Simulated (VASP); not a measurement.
Write the native input for VASP 6.6.1 that does the following.

```
Task                   : single point
Functional             : PBEsol
Potentials or basis    : VASP PAW PBE potentials, release 64 (B, N)
Cutoff                 : 520 eV
k mesh                 : 12 × 12 × 6
Occupations            : gaussian, width 0.05 eV
Spin                   : no spin polarisation
Dipole correction      : no
Further INCAR settings : ALGO = Normal; EDIFF = 1e-06; NBANDS = 16
```

The structure of BN lies in POSCAR:

```
BN
1.0
    2.7582547698      0.0000000000      0.0000000000
   -1.3791273849      2.3887187008      0.0000000000
    0.0000000000      0.0000000000      4.5650034000
B N
2 2
Direct
    0.6666666667      0.3333333333      0.9997240000
    0.3333333333      0.6666666667      0.4997240000
    0.6666666667      0.3333333333      0.6252760000
    0.3333333333      0.6666666667      0.1252760000
```

This cell differs from its parent crystal: strain +0.080 along x and y, +0.080 along z.

These files were run (other wordings do the same):

INCAR

```
SYSTEM = BN
PREC = Accurate
ENCUT = 520
EDIFF = 1E-6
ISMEAR = 0
SIGMA = 0.05
LREAL = .False.
LASPH = .True.
NELM = 60
ALGO = Normal
ISIF = 2
LWAVE = .False.
LCHARG = .False.
GGA = PS
NBANDS = 16
```

KPOINTS

```
regular mesh
0
Gamma
  12 12 6
  0 0 0
```

Potentials or basis: VASP PAW PBE potentials, release 64 (B, N).

The run is started by

```sh
$ cat potpaw_PBE.64/B/POTCAR potpaw_PBE.64/N/POTCAR > POTCAR
$ mpirun -np 1 vasp_std > vasp.out
```

It gave:

| Item | Value |
| --- | --- |
| Pressure | -60.0 GPa |
| Largest force | 0.150 eV/Å |
| Band gap on the k mesh | 5.20 eV, indirect (least direct gap 6.50 eV) |

Caveat: the cell differs from its parent crystal (strain +0.080 along x and y, +0.080 along z); the PAW data sets were made with another functional, which shifts forces and pressure a little.

Wall time 36 s on 1 thread of Intel Xeon 8259CL, with other jobs on the host, peak memory 0.16 GiB.
